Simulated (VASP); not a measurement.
# TiC63 (a cell with a defect) in VASP: single point with PBEsol

Aim: the single point of TiC63 (a cell with a defect) with PBEsol.

Program: VASP 6.6.1. These are calculated values, not measurements. Logs are shortened: lines on timing, memory, paths and dates and some standing lists are left out, and cuts for length are marked.

## (1) The cell of the first run

The cell holds a defect, 64 atoms: a = 7.108 Å, b = 7.108 Å, c = 7.108 Å, α = 90.00°, β = 90.00°, γ = 90.00°.

## (2) Single point, PBEsol, collinear spin

Input file INCAR:

```
SYSTEM = TiC63
  ALGO = Normal
  EDIFF = 1E-6
  ENCUT = 520
  GGA = PS
  ISIF = 2
  ISMEAR = -1
  ISPIN = 2
  ISYM = 0
  LASPH = .TRUE.
  LCHARG = .FALSE.
  LMAXMIX = 4
  LORBIT = 11
  LREAL = Auto
  LWAVE = .FALSE.
  MAGMOM = 0 0 0 0 0 0 0 0 0 0 0 0 0 0 0 0 0 0 0 0 0 0 0 0 0 0 0 0 0 0 0 0 0 0 0 0 0 0 0 0 0 0 0 0 0 0 0 0 0 0 0 0 0 0 0 0 0 0 0 0 0 0 0 2
  NBANDS = 174
  NELM = 150
  PREC = Accurate
  SIGMA = 0.05
```

Input file KPOINTS:

```
Automatic mesh
0
Gamma
  1 1 1
  0.25 0.25 0.25
```

Input file POSCAR:

```
TiC63
1.0
    7.1076060000      0.0000000000      0.0000000000
    0.0000000000      7.1076060000      0.0000000000
    0.0000000000      0.0000000000      7.1076060000
C Ti
63 1
Direct
    0.0004210000      0.0007090000      0.0010970000
    0.9989870000      0.9992700000      0.5015690000
    0.9989770000      0.5011830000      0.9996560000
    0.0001230000      0.5015120000      0.5019130000
    0.5008920000      0.9992730000      0.9996610000
    0.5012400000      0.0004020000      0.5019070000
    0.5012320000      0.5015240000      0.0007970000
    0.1265790000      0.1268620000      0.1272570000
    0.1221620000      0.1224410000      0.6282400000
    0.1221510000      0.6278540000      0.1228270000
    0.1250210000      0.6259750000      0.6263900000
    0.6275610000      0.1224420000      0.1228350000
    0.6257150000      0.1253090000      0.6263760000
    0.6257090000      0.6259880000      0.1257000000
    0.6268440000      0.6271270000      0.6275330000
    0.2505010000      0.2507880000      0.0033920000
    0.2455030000      0.2457780000      0.5080170000
    0.2499570000      0.7522530000      0.0000590000
    0.2448240000      0.7586860000      0.5004570000
    0.7519680000      0.2502400000      0.0000680000
    0.7584020000      0.2450960000      0.5004650000
    0.7498770000      0.7501700000      0.9995870000
    0.7487720000      0.7490490000      0.5008120000
    0.3778150000      0.3781090000      0.1257930000
    0.3540720000      0.3543410000      0.6626610000
    0.3765460000      0.8806810000      0.1222930000
    0.3749210000      0.8767090000      0.6269490000
    0.8804030000      0.3768230000      0.1223090000
    0.8764320000      0.3751950000      0.6269540000
    0.8752870000      0.8755860000      0.1254330000
    0.8744400000      0.8747180000      0.6250480000
    0.2505070000      0.0029880000      0.2511790000
    0.2499580000      0.9996710000      0.7526420000
    0.2454930000      0.5076430000      0.2461630000
    0.2448290000      0.5000570000      0.7590780000
    0.7519680000      0.9996740000      0.2506330000
    0.7498810000      0.9991860000      0.7505550000
    0.7584030000      0.5000540000      0.2455080000
    0.7487640000      0.5004210000      0.7494440000
    0.3778140000      0.1253910000      0.3784880000
    0.3765480000      0.1219110000      0.8810780000
    0.3540430000      0.6623100000      0.3547010000
    0.3749160000      0.6265530000      0.8771070000
    0.8804000000      0.1219180000      0.3772260000
    0.8752940000      0.1250360000      0.8759710000
    0.8764320000      0.6265510000      0.3755940000
    0.8744340000      0.6246580000      0.8751140000
    0.0027170000      0.2507860000      0.2511810000
    0.9993890000      0.2502380000      0.7526450000
    0.9993830000      0.7522530000      0.2506290000
    0.9989140000      0.7501630000      0.7505600000
    0.5073610000      0.2457820000      0.2461860000
    0.4997910000      0.2450920000      0.7590830000
    0.4997950000      0.7586890000      0.2454870000
    0.5001320000      0.7490510000      0.7494500000
    0.1251230000      0.3781060000      0.3784990000
    0.1216210000      0.3768210000      0.8810810000
    0.1216140000      0.8806860000      0.3772190000
    0.1247580000      0.8755810000      0.8759700000
    0.6619520000      0.3543360000      0.3547540000
    0.6262800000      0.3752060000      0.8771120000
    0.6262770000      0.8767150000      0.3755930000
    0.6243650000      0.8747220000      0.8751160000
    0.4580380000      0.4584110000      0.4587550000
```

Potentials or basis: VASP PAW PBE potentials, release 64 (C, Ti_sv).

Started as:

```bash
$ cat potpaw_PBE.64/C/POTCAR potpaw_PBE.64/Ti_sv/POTCAR > POTCAR
$ mpirun -np 1 vasp_std > vasp.out
```

OUTCAR:

```text
SYSTEM = TiC63
   EDIFF = 1E-6
   ENCUT = 520
   GGA = PS
   ISIF = 2
   ISMEAR = -1
   ISPIN = 2
   ISYM = 0
   LASPH = .TRUE.
   LORBIT = 11
   LREAL = Auto
   NELM = 150
   PREC = Accurate

 ion  position               nearest neighbor table
   1  0.000  0.001  0.001-  45 1.54  59 1.54  30 1.54   8 1.55
   2  0.999  0.999  0.502-  58 1.50  44 1.50  31 1.53   9 1.53
   3  0.999  0.501  1.000-  57 1.50  28 1.50  47 1.53  10 1.53
   4  0.000  0.502  0.502-  56 1.53  11 1.53  29 1.54  46 1.54
   5  0.501  0.999  1.000-  41 1.50  26 1.50  63 1.53  12 1.53
   6  0.501  0.000  0.502-  40 1.53  13 1.53  62 1.54  27 1.54
[... 8 lines left out ...]
  15  0.627  0.627  0.628-  39 1.52  55 1.52  23 1.52  64 2.08
  16  0.251  0.251  0.003-   8 1.53  24 1.55  57 1.55  41 1.55
  17  0.246  0.246  0.508-   9 1.51  25 1.55  56 1.57  40 1.57  64 2.17
[... 32 lines left out ...]
  50  0.999  0.752  0.251-  30 1.53  46 1.53  10 1.54  58 1.55
  51  0.999  0.750  0.751-  11 1.54  47 1.54  31 1.54  59 1.55
  52  0.507  0.246  0.246-  12 1.51  60 1.55  40 1.57  24 1.57  64 2.17
  53  0.500  0.245  0.759-  25 1.46  41 1.51  61 1.54  13 1.55
  54  0.500  0.759  0.245-  42 1.46  26 1.51  62 1.54  14 1.55
  55  0.500  0.749  0.749-  15 1.52  27 1.54  43 1.54  63 1.54
  56  0.125  0.378  0.378-   4 1.53  48 1.55  17 1.57  34 1.57
  57  0.122  0.377  0.881-   3 1.50  35 1.51  16 1.55  49 1.55
  58  0.122  0.881  0.377-   2 1.50  19 1.51  32 1.55  50 1.55
  59  0.125  0.876  0.876-  18 1.53  33 1.53   1 1.54  51 1.55
  60  0.662  0.354  0.355-  21 1.46  38 1.46  52 1.55  64 1.79
  61  0.626  0.375  0.877-  20 1.53  53 1.54   7 1.54  39 1.54
  62  0.626  0.877  0.376-  36 1.53  54 1.54   6 1.54  23 1.54
  63  0.624  0.875  0.875-   5 1.53  22 1.54  37 1.54  55 1.54
  64  0.458  0.458  0.459-  42 1.79  25 1.79  60 1.79  15 2.08  34 2.17  17 2.17  52 2.17

IMPORTANT INFORMATION: All symmetrisations will be switched off!
NOSYMM: (Re-)initialisation of all symmetry stuff for point group C_1.

----------------------------------------------------------------------------------------

                                     Primitive cell

  volume of cell :     359.0625

  direct lattice vectors                    reciprocal lattice vectors
     7.107606000  0.000000000  0.000000000     0.140694349  0.000000000  0.000000000
     0.000000000  7.107606000  0.000000000     0.000000000  0.140694349  0.000000000
     0.000000000  0.000000000  7.107606000     0.000000000  0.000000000  0.140694349

  length of vectors
     7.107606000  7.107606000  7.107606000     0.140694349  0.140694349  0.140694349

  position of ions in fractional coordinates (direct lattice)
     0.000421000  0.000709000  0.001097000
     0.998987000  0.999270000  0.501569000
     0.998977000  0.501183000  0.999656000
     0.000123000  0.501512000  0.501913000
     0.500892000  0.999273000  0.999661000
     0.501240000  0.000402000  0.501907000
[... 56 lines left out ...]
     0.624365000  0.874722000  0.875116000
     0.458038000  0.458411000  0.458755000

  ion indices of the primitive-cell ions
   primitive index   ion index
                 1           1
                 2           2
                 3           3
                 4           4
                 5           5
                 6           6
[... 56 lines left out ...]
                63          63
                64          64

----------------------------------------------------------------------------------------

 KPOINTS: Automatic mesh

Automatic generation of k-mesh.
 Grid dimensions read from file:
 generate k-points for:    1    1    1

 Generating k-lattice:

  Cartesian coordinates                     Fractional coordinates (reciprocal lattice)
     0.140694349  0.000000000  0.000000000     1.000000000  0.000000000  0.000000000
     0.000000000  0.140694349  0.000000000     0.000000000  1.000000000  0.000000000
     0.000000000  0.000000000  0.140694349     0.000000000  0.000000000  1.000000000
[... 32 lines left out ...]
   LSORBIT =      F    spin-orbit coupling
   LASPH  =      T    aspherical Exc in radial PAW
   ENCUT  =  520.0 eV  38.22 Ry    6.18 a.u.  13.22 13.22 13.22*2*pi/ulx,y,z
   NELM   =    150;   NELMIN=  2; NELMDL= -5     # of ELM steps
   EDIFF  = 0.1E-05   stopping-criterion for ELM
   LREAL  =      T    real-space projection
   EDIFFG = 0.1E-04   stopping-criterion for IOM
   NSW    =      0    number of steps for IOM
   IBRION =     -1    ionic relax: 0-MD 1-quasi-New 2-CG
   NFREE  =      0    steps in history (QN), initial steepest desc. (CG)
   ISIF   =      2    stress and relaxation
   ISYM   =      0    0-nonsym 1-usesym 2-fastsym
   POTIM  = 0.5000    time-step for ionic-motion
   TEBEG  =    0.0;   TEEND  =   0.0 temperature during run
   PSTRESS=    0.0 pullay stress
   NELECT =     264.0000    total number of electrons
   NUPDOWN=      -1.0000    fix difference up-down
   EMIN   =  10.00;   EMAX   =-10.00  energy-range for DOS
   EFERMI =   0.00;   METHOD = LEGACY
   ISMEAR =    -1;   SIGMA  =   0.05  broadening in eV -4-tet -1-fermi 0-gaus
   EFERMI_NEDOS =   21; number of points for ismear=-14 and -15
   IALGO  =     38    algorithm
   IMIX   =      4    mixing-type and parameters
     AMIX     =   0.40;   BMIX     =  1.00
     AMIX_MAG =   1.60;   BMIX_MAG =  1.00
  volume/ion in A,a.u.               =       5.61        37.86
  Fermi-wavevector in a.u.,A,eV,Ry     =   1.477586  2.792233 29.705065  2.183261
  Thomas-Fermi vector in A             =   2.591972
   LORBIT       =     11    0 simple, 1 ext, 2 COOP (PROOUT), +10 PAW based schemes
   GGA     = PS    functional components
   LHFCALC =     F    Hartree Fock is set to
   AEXX    =    0.0000 exact exchange contribution
   IVDW    =     0    specifies the selected vdW correction
   LEPSILON=     F    determine dielectric tensor
   LRPA    =     F    only Hartree local field effects (RPA)
 spin polarized calculation
  energy-cutoff  :      520.00
  volume of cell :      359.06
 maximum number of plane-waves:      9651
 NGX is ok and might be reduce to    54
   NGX = 27   NGY = 27   NGZ = 27

 number of electron     264.0000004 magnetization       0.0000262

 number of electron     264.0000004 magnetization      -0.0001941

 Free energy of the ion-electron system (eV)
  ---------------------------------------------------
  ext. energy  EPLUGINS =         0.00000000
  ---------------------------------------------------
  free energy    TOTEN  =      -605.49714290 eV

  energy without entropy =     -605.49714290  energy(sigma->0) =     -605.49714290

 E-fermi :  11.6182     XC(G=0): -13.5711

 val. band max:       10.4207247316   @ k =  -0.2500   0.2500   0.2500
 cond. band min:      13.5719385300   @ k =   0.2500  -0.2500   0.2500
 fundamental gap:      3.1512137983
 Fermi energy:        11.6182023197

 spin component 1

 k-point     1 :       0.2500    0.2500    0.2500
  band No.  band energies     occupation
      1     -44.2482      1.00000
      2     -21.0813      1.00000
      3     -21.0809      1.00000
      4     -20.9730      1.00000
      5     -11.1729      1.00000
      6     -10.1085      1.00000
[... 577 lines left out ...]
    143      15.8634      0.00000
    144      16.0698      0.00000
 Fermi energy:        11.6182023197

 spin component 2

 k-point     1 :       0.2500    0.2500    0.2500
  band No.  band energies     occupation
      1     -44.2480      1.00000
      2     -21.0813      1.00000
      3     -21.0809      1.00000
      4     -20.9729      1.00000
      5     -11.1729      1.00000
      6     -10.1085      1.00000
[... 577 lines left out ...]
    143      15.8634      0.00000
    144      16.0698      0.00000
 [bands above 144 left out]

------------------------ aborting loop because EDIFF is reached ----------------------------------------

  FORCE on cell =-STRESS in cart. coord.  units (eV):
  Direction    XX          YY          ZZ          XY          YZ          ZX
  --------------------------------------------------------------------------------------
  -------------------------------------------------------------------------------------
  Total       33.1876227     33.1890458     33.1966130    -10.7665808    -10.7404016    -10.7511579
  in kB      148.0869166    148.0932665    148.1270324    -48.0416980    -47.9248838    -47.9728796
  external PRESSURE =     148.1024052 kB  Pullay stress =       0.0000000 kB

 VOLUME and BASIS-vectors are now :
 -----------------------------------------------------------------------------
  energy-cutoff  :      520.00
  volume of cell :      359.06
      direct lattice vectors                 reciprocal lattice vectors
     7.107606000  0.000000000  0.000000000     0.140694349  0.000000000  0.000000000
     0.000000000  7.107606000  0.000000000     0.000000000  0.140694349  0.000000000
     0.000000000  0.000000000  7.107606000     0.000000000  0.000000000  0.140694349

 POSITION                                       TOTAL-FORCE (eV/Angst)
 -----------------------------------------------------------------------------------
      0.00299      0.00504      0.00780         0.067867      0.064049      0.061224
      7.10041      7.10242      3.56495         0.071904      0.073399      0.020761
      7.10033      3.56221      7.10516         0.081774      0.017272      0.072025
      0.00087      3.56455      3.56740         0.035410      0.066179      0.066582
      3.56014      7.10244      7.10520         0.017844      0.077608      0.074345
      3.56262      0.00286      3.56736         0.065116      0.036010      0.064665
[... 56 lines left out ...]
      4.43774      6.21718      6.21998        -0.036323     -0.023918     -0.026992
      3.25555      3.25820      3.26065        -0.017000     -0.024956     -0.008768
 -----------------------------------------------------------------------------------
    total drift:                               -0.007094     -0.004416      0.004338

  FREE ENERGIE OF THE ION-ELECTRON SYSTEM (eV)
  ---------------------------------------------------
  free  energy   TOTEN  =      -605.4971429014 eV

  energy  without entropy=     -605.4971429013  energy(sigma->0) =     -605.49714290

 total charge

# of ion       s       p       d       tot
------------------------------------------
    1        0.826   1.750   0.000   2.576
    2        0.835   1.802   0.000   2.637
    3        0.835   1.802   0.000   2.637
    4        0.827   1.760   0.000   2.587
    5        0.835   1.802   0.000   2.637
    6        0.827   1.760   0.000   2.587
[... 56 lines left out ...]
   63        0.828   1.759   0.000   2.587
   64        2.357   6.326   2.757  11.440
--------------------------------------------------
tot         54.591 117.657   2.757 175.004

 magnetization (x)

# of ion       s       p       d       tot
------------------------------------------
    1       -0.000   0.000   0.000   0.000
    2        0.000   0.000   0.000   0.000
    3        0.000   0.000   0.000   0.000
    4       -0.000   0.000   0.000   0.000
    5        0.000   0.000   0.000   0.000
    6       -0.000   0.000   0.000   0.000
[... 56 lines left out ...]
   63        0.000   0.000   0.000   0.000
   64       -0.000  -0.000  -0.000  -0.000
--------------------------------------------------
tot         -0.000   0.000  -0.000   0.000
```

Run time: 26 min. Hardware: 1 thread of Intel Xeon 8259CL, shared host; peak memory 0.7 GiB.

Results:

| Property | Result |
| --- | --- |
| Free energy | -605.4971 eV |
| Pressure | 14.8 GPa |
| Largest force | 0.181 eV/Å |
| Band gap on the k mesh | 3.15 eV |
| Net moment | 0.00 μB per cell |
| Valence electrons inside the program's atomic spheres | C 2.58, 2.64, 2.59, 2.57, 2.62, 2.55, 2.75, 2.61 (each value once); Ti 11.44 |

Forces in eV/Å, atoms in the order of the input:
```
C    0.068  0.064  0.061
C    0.072  0.073  0.021
C    0.082  0.017  0.072
C    0.035  0.066  0.067
C    0.018  0.078  0.074
C    0.065  0.036  0.065
C    0.069  0.061  0.032
C   -0.078 -0.080 -0.084
C   -0.125 -0.125 -0.039
C   -0.122 -0.040 -0.127
C   -0.078 -0.027 -0.034
C   -0.040 -0.125 -0.123
C   -0.028 -0.085 -0.031
C   -0.026 -0.028 -0.084
C   -0.012 -0.011 -0.017
C    0.074  0.075  0.048
C    0.115  0.111  0.080
C    0.101  0.085  0.075
C    0.026  0.162 -0.024
C    0.087  0.104  0.074
C    0.162  0.033 -0.029
C    0.057  0.056  0.093
C    0.027  0.026 -0.021
C   -0.090 -0.091 -0.016
C   -0.030 -0.030 -0.167
C    0.025 -0.090 -0.037
C   -0.074 -0.075 -0.095
C   -0.090  0.023 -0.043
C   -0.078 -0.074 -0.094
C   -0.072 -0.076 -0.092
C   -0.028 -0.031 -0.033
C    0.071  0.050  0.076
C    0.104  0.076  0.085
C    0.116  0.078  0.110
C    0.026 -0.031  0.166
C    0.087  0.076  0.106
C    0.056  0.091  0.061
C    0.159 -0.030  0.031
C    0.030 -0.024  0.027
C   -0.088 -0.019 -0.086
C    0.025 -0.039 -0.092
C   -0.028 -0.174 -0.030
C   -0.075 -0.091 -0.080
C   -0.093 -0.046  0.024
C   -0.070 -0.093 -0.071
C   -0.080 -0.091 -0.076
C   -0.025 -0.034 -0.029
C    0.046  0.074  0.076
C    0.074  0.104  0.085
C    0.072  0.086  0.104
C    0.087  0.057  0.060
C    0.071  0.116  0.108
C   -0.031  0.036  0.163
C   -0.034  0.165  0.032
C   -0.018  0.029  0.026
C   -0.024 -0.089 -0.088
C   -0.039  0.027 -0.093
C   -0.041 -0.096  0.027
C   -0.092 -0.068 -0.070
C   -0.158 -0.026 -0.029
C   -0.095 -0.074 -0.082
C   -0.094 -0.078 -0.077
C   -0.036 -0.024 -0.027
Ti  -0.017 -0.025 -0.009
```

Caveat: the PAW data sets were made with another functional, which shifts forces and pressure a little.
